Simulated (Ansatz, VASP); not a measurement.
## RbBr: VASP beside Ansatz

The input POSCAR:

```
RbBr
1.0
    5.8306385642      0.0000000000      0.0000000000
   -2.9153192821      5.0494811169      0.0000000000
    0.0000000000      0.0000000000      6.8009305823
Rb Br
2 2
Direct
    0.3333333333      0.6666666667     -0.0625000000
    0.6666666667      0.3333333333      0.4375000000
    0.3333333333      0.6666666667      0.4375000000
    0.6666666667      0.3333333333      0.9375000000
```

INCAR.step1

```
SYSTEM = RbBr
  PREC = Accurate
  ENCUT = 520
  ISMEAR = 0
  SIGMA = 0.01
  LREAL = .False.
  LASPH = .True.
  NELM = 80
  NBANDS = 24
  GGA = PE
  ALGO = Normal
  EDIFF = 1E-4
  LWAVE = .True.
  LCHARG = .False.
```

Contents of INCAR.step2:

```
SYSTEM = RbBr
  PREC = Accurate
  ENCUT = 520
  EDIFF = 1E-7
  ISMEAR = 0
  SIGMA = 0.01
  LREAL = .False.
  LASPH = .True.
  NELM = 80
  ALGO = Normal
  ISIF = 2
  LWAVE = .False.
  LCHARG = .False.
  METAGGA = R2SCAN
  LMIXTAU = .True.
  NBANDS = 24
  ISTART = 1
```

File KPOINTS:

```
Automatic mesh
0
Gamma
  6 6 4
  0 0 0
```

Input for Ansatz:

```yaml
crystal:
  lattice:
    - [5.8306385642, 0.0, 0.0]
    - [-2.9153192821, 5.0494811169, 0.0]
    - [0.0, 0.0, 6.8009305823]
  atoms:
    - { symbol: Rb, position: [0.3333333333, 0.6666666667, -0.0625] }
    - { symbol: Rb, position: [0.6666666667, 0.3333333333, 0.4375] }
    - { symbol: Br, position: [0.3333333333, 0.6666666667, 0.4375] }
    - { symbol: Br, position: [0.6666666667, 0.3333333333, 0.9375] }
kpoints:
  mp_grid: { grid: [6, 6, 4] }
hamiltonian:
  xc: r2scan
scf:
  occupations: { method: fixed }
  n_extra_bands: 5
output:
  forces: true
  stress: true
  eigenvalues: true
```

Alike in both runs: task single point; functional r2SCAN; k mesh 6 × 6 × 4; no spin polarisation.

|  | VASP | Ansatz |
| --- | --- | --- |
| version | VASP 6.6.1 | Ansatz 0.2.0 |
| potentials or method | VASP PAW PBE potentials, release 64 (Rb_sv, Br) | plane waves, PAW |
| plane-wave cutoff (eV) | 520 | 500 |
| occupations | gaussian, width 0.01 eV | fixed |
| valence electrons in the cell | 32 | 32 |

```csv
,VASP,Ansatz,Ansatz less VASP
gap on the k mesh at the Fermi level (eV),4.68,4.68,+0.001
pressure (GPa),0.4,0.4,-0.01
"traceless stress, the component that is largest in VASP (GPa)",0.06,0.05,-0.003
```

VASP's potentials were made for PBE, not for r2SCAN.
